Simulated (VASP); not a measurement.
Input of a VASP 6.6.1 run:

Contents of INCAR:

```
PREC = Accurate
ENCUT = 520
EDIFF = 1E-7
ISMEAR = 0
SIGMA = 0.1
LREAL = F
LASPH = T
NELM = 80
ALGO = Normal
ISIF = 2
LWAVE = F
LCHARG = F
GGA = PS
NBANDS = 35
```

The input KPOINTS:

```
regular mesh
0
Gamma
  8 8 10
```

File POSCAR:

```
PbO2
1.0
    4.9985224386      0.0000000000      0.0000000000
    0.0000000000      4.9985224386      0.0000000000
    0.0000000000      0.0000000000      3.4109008828
Pb O
2 4
Direct
    0.0000000000      0.0000000000      0.0000000000
    0.5000000000      0.5000000000      0.5000000000
    0.3076313526      0.3076313526      0.0000000000
    0.1923686474      0.8076313526      0.5000000000
    0.6923686474      0.6923686474      0.0000000000
    0.8076313526      0.1923686474      0.5000000000
```

Potentials or basis: VASP PAW PBE potentials, release 64 (Pb_d, O).

The run is started by

```sh
$ cat potpaw_PBE.64/Pb_d/POTCAR potpaw_PBE.64/O/POTCAR > POTCAR
$ mpirun -np 1 vasp_std > vasp.out
```

Problem. What does it give for the pressure?

Solution. 0.2 GPa.

Problem. What does it give for the largest force?

Solution. 0.011 eV/Å.

Stress tensor (GPa, compression positive):
```
0.17 0.00 0.00
0.00 0.17 0.00
0.00 0.00 0.37
```

Caveat: the PAW data sets were made with another functional, which shifts forces and pressure a little.
